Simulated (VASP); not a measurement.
# HfN (Fm-3m) in VASP: a series of runs

Runs on HfN. Level: PBEsol. Tasks: electric field gradients.

Program: VASP 6.6.1. These are calculated values, not measurements. Logs are shortened: lines on timing, memory, paths and dates and some standing lists are left out, and cuts for length are marked.

## Step 1: The cell of the first run

Symmetry: Fm-3m, No. 225, cubic system. The conventional cell has a = 4.488 Å, b = 4.488 Å, c = 4.488 Å, α = 90.00°, β = 90.00°, γ = 90.00°. Hf (site symmetry m-3m) has 6 N at 2.24 Å within 3.0 Å. Within 3.0 Å of N (site symmetry m-3m) lie 6 Hf at 2.24 Å.

## Step 2: Electric field gradients, PBEsol (volume scaled by 0.98)

File INCAR:

```
PREC = Accurate ; ENCUT = 520
EDIFF = 1E-8 ; ISMEAR = -1
SIGMA = 0.01 ; LREAL = False
LASPH = True ; NELM = 100
ALGO = Normal ; ISIF = 2
LWAVE = False ; LCHARG = False
GGA = PS ; LEFG = True
NBANDS = 14
```

File KPOINTS:

```
Automatic mesh
0
Gamma
  10 10 10
```

File POSCAR:

```
HfN
1.0
    0.0000000000      2.2438384694      2.2438384694
    2.2438384694      0.0000000000      2.2438384694
    2.2438384694      2.2438384694      0.0000000000
Hf N
1 1
Direct
    0.0000000000      0.0000000000      0.0000000000
    0.5000000000      0.5000000000      0.5000000000
```

Potentials or basis: VASP PAW PBE potentials, release 64 (Hf_pv, N).

Command:

```bash
$ cat potpaw_PBE.64/Hf_pv/POTCAR potpaw_PBE.64/N/POTCAR > POTCAR
$ mpirun -np 1 vasp_std > vasp.out
```

OUTCAR:

```text
PREC = Accurate
   ENCUT = 520
   EDIFF = 1E-8
   ISMEAR = -1
   LREAL = False
   LASPH = True
   NELM = 100
   ISIF = 2
   GGA = PS

 ion  position               nearest neighbor table
   1  0.000  0.000  0.000-   2 2.24   2 2.24   2 2.24   2 2.24   2 2.24   2 2.24
   2  0.500  0.500  0.500-   1 2.24   1 2.24   1 2.24   1 2.24   1 2.24   1 2.24

  LATTYP: Found a face centered cubic cell.
 ALAT       =     4.4876769388

  Lattice vectors:

 A1 = (   0.0000000000,   2.2438384694,   2.2438384694)
 A2 = (   2.2438384694,   0.0000000000,   2.2438384694)
 A3 = (   2.2438384694,   2.2438384694,   0.0000000000)

Analysis of symmetry for initial positions (statically):
=====================================================================
 Subroutine PRICEL returns:
 Original cell was already a primitive cell.

 Routine SETGRP: Setting up the symmetry group for a
 face centered cubic supercell.

 Subroutine GETGRP returns: Found 48 space group operations
 (whereof 48 operations were pure point group operations)
 out of a pool of 48 trial point group operations.

The static configuration has the point symmetry O_h .

Analysis of symmetry for dynamics (positions and initial velocities):
=====================================================================
 Subroutine PRICEL returns:
 Original cell was already a primitive cell.

 Routine SETGRP: Setting up the symmetry group for a
 face centered cubic supercell.

 Subroutine GETGRP returns: Found 48 space group operations
 (whereof 48 operations were pure point group operations)
 out of a pool of 48 trial point group operations.

The dynamic configuration has the point symmetry O_h .

 Subroutine INISYM returns: Found 48 space group operations
 (whereof 48 operations are pure point group operations),
 and found     1 'primitive' translations

----------------------------------------------------------------------------------------

                                     Primitive cell

  volume of cell :      22.5946

  direct lattice vectors                    reciprocal lattice vectors
     0.000000000  2.243838469  2.243838469    -0.222832440  0.222832440  0.222832440
     2.243838469  0.000000000  2.243838469     0.222832440 -0.222832440  0.222832440
     2.243838469  2.243838469  0.000000000     0.222832440  0.222832440 -0.222832440

  length of vectors
     3.173266795  3.173266795  3.173266795     0.385957107  0.385957107  0.385957107

  position of ions in fractional coordinates (direct lattice)
     0.000000000  0.000000000  0.000000000
     0.500000000  0.500000000  0.500000000

  ion indices of the primitive-cell ions
   primitive index   ion index
                 1           1
                 2           2

----------------------------------------------------------------------------------------

 KPOINTS: Automatic mesh

Automatic generation of k-mesh.
 Grid dimensions read from file:
 generate k-points for:   10   10   10

 Generating k-lattice:

  Cartesian coordinates                     Fractional coordinates (reciprocal lattice)
    -0.022283244  0.022283244  0.022283244     0.100000000  0.000000000  0.000000000
     0.022283244 -0.022283244  0.022283244     0.000000000  0.100000000  0.000000000
     0.022283244  0.022283244 -0.022283244     0.000000000  0.000000000  0.100000000

  Length of vectors
     0.038595711  0.038595711  0.038595711

  Shift w.r.t. Gamma in fractional coordinates (k-lattice)
     0.000000000  0.000000000  0.000000000

 Subroutine IBZKPT returns following result:
 ===========================================

 Found     47 irreducible k-points:

 Following reciprocal coordinates:
            Coordinates               Weight
  0.000000  0.000000  0.000000      1.000000
  0.100000  0.000000  0.000000      8.000000
  0.200000  0.000000  0.000000      8.000000
  0.300000  0.000000  0.000000      8.000000
  0.400000  0.000000  0.000000      8.000000
  0.500000  0.000000  0.000000      4.000000
[... 16 lines left out ...]
  0.300000  0.300000  0.000000      6.000000
  0.400000  0.300000  0.000000     24.000000
 [... further k-points ...]
   k-points           NKPTS =     47   k-points in BZ     NKDIM =     47   number of bands    NBANDS=     14
   number of dos      NEDOS =    301   number of ions     NIONS =      2
   total plane-waves  NPLWV =  13824
   dimension x,y,z NGX =    24 NGY =   24 NGZ =   24
   dimension x,y,z NGXF=    48 NGYF=   48 NGZF=   48
   ions per type =               1   1
   NGX,Y,Z   is equivalent  to a cutoff of  12.57, 12.57, 12.57 a.u.
   NGXF,Y,Z  is equivalent  to a cutoff of  25.15, 25.15, 25.15 a.u.
 SYSTEM =  unknown system
   PREC   = accura    normal or accurate (medium, high low for compatibility)
   ISTART =      0    job   : 0-new  1-cont  2-samecut
   ICHARG =      2    charge: 1-file 2-atom 10-const
   ISPIN  =      1    spin polarized calculation?
   LNONCOLLINEAR =      F non collinear calculations
   LSORBIT =      F    spin-orbit coupling
   LASPH  =      T    aspherical Exc in radial PAW
   ENCUT  =  520.0 eV  38.22 Ry    6.18 a.u.   5.90  5.90  5.90*2*pi/ulx,y,z
   NELM   =    100;   NELMIN=  2; NELMDL= -5     # of ELM steps
   EDIFF  = 0.1E-07   stopping-criterion for ELM
   LREAL  =      F    real-space projection
   EDIFFG = 0.1E-06   stopping-criterion for IOM
   NSW    =      0    number of steps for IOM
   IBRION =     -1    ionic relax: 0-MD 1-quasi-New 2-CG
   NFREE  =      0    steps in history (QN), initial steepest desc. (CG)
   ISIF   =      2    stress and relaxation
   ISYM   =      2    0-nonsym 1-usesym 2-fastsym
   POTIM  = 0.5000    time-step for ionic-motion
   TEBEG  =    0.0;   TEEND  =   0.0 temperature during run
   PSTRESS=    0.0 pullay stress
   NELECT =      15.0000    total number of electrons
   NUPDOWN=      -1.0000    fix difference up-down
   EMIN   =  10.00;   EMAX   =-10.00  energy-range for DOS
   EFERMI =   0.00;   METHOD = LEGACY
   ISMEAR =    -1;   SIGMA  =   0.01  broadening in eV -4-tet -1-fermi 0-gaus
   EFERMI_NEDOS =   21; number of points for ismear=-14 and -15
   IALGO  =     38    algorithm
   IMIX   =      4    mixing-type and parameters
     AMIX     =   0.40;   BMIX     =  1.00
     AMIX_MAG =   1.60;   BMIX_MAG =  1.00
  volume/ion in A,a.u.               =      11.30        76.24
  Fermi-wavevector in a.u.,A,eV,Ry     =   1.428139  2.698790 27.750165  2.039580
  Thomas-Fermi vector in A             =   2.548233
   LORBIT       =      0    0 simple, 1 ext, 2 COOP (PROOUT), +10 PAW based schemes
   GGA     = PS    functional components
   LHFCALC =     F    Hartree Fock is set to
   AEXX    =    0.0000 exact exchange contribution
   IVDW    =     0    specifies the selected vdW correction
   LEPSILON=     F    determine dielectric tensor
   LRPA    =     F    only Hartree local field effects (RPA)
 non-spin polarized calculation
  energy-cutoff  :      520.00
  volume of cell :       22.59
 maximum number of plane-waves:       620
   NGX = 11   NGY = 11   NGZ = 11

 number of electron      15.0000001 magnetization

 Free energy of the ion-electron system (eV)
  ---------------------------------------------------
  ext. energy  EPLUGINS =         0.00000000
  ---------------------------------------------------
  free energy    TOTEN  =       -22.98584975 eV

  energy without entropy =      -22.98566917  energy(sigma->0) =      -22.98575946

 E-fermi :   8.4084     XC(G=0): -12.9998

 val. band max:        8.3673741902   @ k =  -0.4000   0.3000   0.0000
 cond. band min:       8.4232297260   @ k =  -0.1000   0.1000   0.0000
 fundamental gap:      0.0558555358
 Fermi energy:         8.4084447115

 k-point     1 :       0.0000    0.0000    0.0000
  band No.  band energies     occupation
      1     -22.5957      2.00000
      2     -22.5957      2.00000
      3     -22.5957      2.00000
      4      -9.1842      2.00000
      5       5.3658      2.00000
      6       5.3658      2.00000
      7       5.3658      2.00000
      8       7.9980      2.00000
      9       7.9980      2.00000
     10       7.9980      2.00000
     11      10.3744      0.00000
     12      10.3744      0.00000
     13      10.3845      0.00000
     14      17.9671      0.00000

 k-point     2 :       0.1000    0.0000    0.0000
  band No.  band energies     occupation
      1     -22.7062      2.00000
      2     -22.6047      2.00000
      3     -22.6047      2.00000
      4      -8.9423      2.00000
      5       4.4256      2.00000
      6       4.7986      2.00000
      7       4.7986      2.00000
      8       8.2406      2.00000
      9       8.3349      1.99873
     10       8.3349      1.99873
     11      11.0828      0.00000
     12      11.1412      0.00000
     13      11.1412      0.00000
     14      18.7559      0.00000

 k-point     3 :       0.2000    0.0000    0.0000
  band No.  band energies     occupation
      1     -22.9833      2.00000
      2     -22.6282      2.00000
      3     -22.6282      2.00000
      4      -8.2936      2.00000
      5       2.7218      2.00000
      6       3.7711      2.00000
      7       3.7711      2.00000
      8       8.6429      0.00000
      9       9.1735      0.00000
     10       9.1735      0.00000
     11      12.5335      0.00000
     12      12.8646      0.00000
     13      12.8646      0.00000
     14      20.6434      0.00000
[... 324 lines left out ...]
 k-point    23 :       0.3000    0.3000    0.0000
  band No.  band energies     occupation
      1     -23.2129      2.00000
      2     -22.8164      2.00000
      3     -22.8164      2.00000
      4      -7.8363      2.00000
      5       1.4954      2.00000
      6       4.5103      2.00000
      7       4.5103      2.00000
      8       5.3650      2.00000
      9      11.7004      0.00000
     10      12.3146      0.00000
     11      12.5945      0.00000
     12      12.5945      0.00000
     13      17.6115      0.00000
     14      20.7107      0.00000

 k-point    24 :       0.4000    0.3000    0.0000
  band No.  band energies     occupation
      1     -23.3304      2.00000
      2     -22.8828      2.00000
      3     -22.8510      2.00000
      4      -7.7279      2.00000
      5       1.7299      2.00000
      6       3.7285      2.00000
      7       4.2433      2.00000
      8       5.8445      2.00000
      9      12.5657      0.00000
     10      13.1157      0.00000
     11      13.2753      0.00000
     12      13.3815      0.00000
     13      17.7767      0.00000
     14      19.9157      0.00000

 [... further k-points ...]
[... 5 lines left out ...]
  --------------------------------------------------------------------------------------
  -------------------------------------------------------------------------------------
  Total        0.0737905      0.0737905      0.0737905     -0.0000000     -0.0000000      0.0000000
  in kB        5.2324660      5.2324660      5.2324660     -0.0000000     -0.0000000      0.0000000
  external PRESSURE =       5.2324660 kB  Pullay stress =       0.0000000 kB

 VOLUME and BASIS-vectors are now :
 -----------------------------------------------------------------------------
  energy-cutoff  :      520.00
  volume of cell :       22.59
      direct lattice vectors                 reciprocal lattice vectors
     0.000000000  2.243838469  2.243838469    -0.222832440  0.222832440  0.222832440
     2.243838469  0.000000000  2.243838469     0.222832440 -0.222832440  0.222832440
     2.243838469  2.243838469  0.000000000     0.222832440  0.222832440 -0.222832440

 POSITION                                       TOTAL-FORCE (eV/Angst)
 -----------------------------------------------------------------------------------
      0.00000      0.00000      0.00000         0.000000      0.000000     -0.000000
      2.24384      2.24384      2.24384        -0.000000     -0.000000      0.000000
 -----------------------------------------------------------------------------------
    total drift:                                0.000000     -0.000000     -0.000000

  FREE ENERGIE OF THE ION-ELECTRON SYSTEM (eV)
  ---------------------------------------------------
  free  energy   TOTEN  =       -22.9858497524 eV

  energy  without entropy=      -22.9856691676  energy(sigma->0) =      -22.98575946

 Electric field gradients (V/A^2)
---------------------------------------------------------------------
 ion       V_xx      V_yy      V_zz      V_xy      V_xz      V_yz
---------------------------------------------------------------------
   1       0.000    -0.000     0.000    -0.000    -0.000    -0.000
   2       0.000     0.000    -0.000     0.001     0.001     0.001
---------------------------------------------------------------------

 Electric field gradients after diagonalization (V/A^2)
 (convention: |V_zz| > |V_xx| > |V_yy|)
----------------------------------------------------------------------
 ion       V_xx      V_yy      V_zz     asymmetry (V_yy - V_xx)/ V_zz
----------------------------------------------------------------------
   1       0.000     0.000    -0.001       0.000
   2      -0.001    -0.001     0.002       0.000
----------------------------------------------------------------------

           NMR quadrupolar parameters

 Cq : quadrupolar parameter    Cq=e*Q*V_zz/h
 eta: asymmetry parameters     (V_yy - V_xx)/ V_zz
 Q  : nuclear electric quadrupole moment in mb (millibarn)
----------------------------------------------------------------------
 ion       Cq(MHz)       eta       Q (mb)
----------------------------------------------------------------------
   1      -0.000       0.000       1.000
   2       0.000       0.000       1.000
----------------------------------------------------------------------
```

Wall time 8.2 s (1 thread of Intel Xeon Platinum 8488C (Sapphire Rapids), shared host); peak memory 0.14 GiB.

What came out:

```yaml
Free_energy: -22.9858 eV
Pressure: 0.5 GPa
```

Levels at points of the mesh, in eV from the Fermi level:
```csv
k point,band 4,band 5,band 6,band 7,band 8,band 9,band 10,band 11,band 12,band 13
"(0.00, 0.00, 0.00)",-17.59,-3.04,-3.04,-3.04,-0.41,-0.41,-0.41,1.97,1.97,1.98
"(0.50, 0.00, 0.00)",-14.70,-9.05,-6.31,-6.31,3.36,3.79,3.79,4.48,9.09,9.09
"(0.50, 0.50, 0.00)",-16.47,-5.42,-3.96,-3.70,-3.70,4.17,5.68,5.68,5.82,8.17
```

Caveat: without QUAD_EFG the Cq values of the log hold for a quadrupole moment of 1 mb, not for the nuclei; the PAW data sets were made with another functional, which shifts forces and pressure a little; spin-orbit coupling is left out, which moves the levels of the heavy elements.

[end of part 1 of 2]
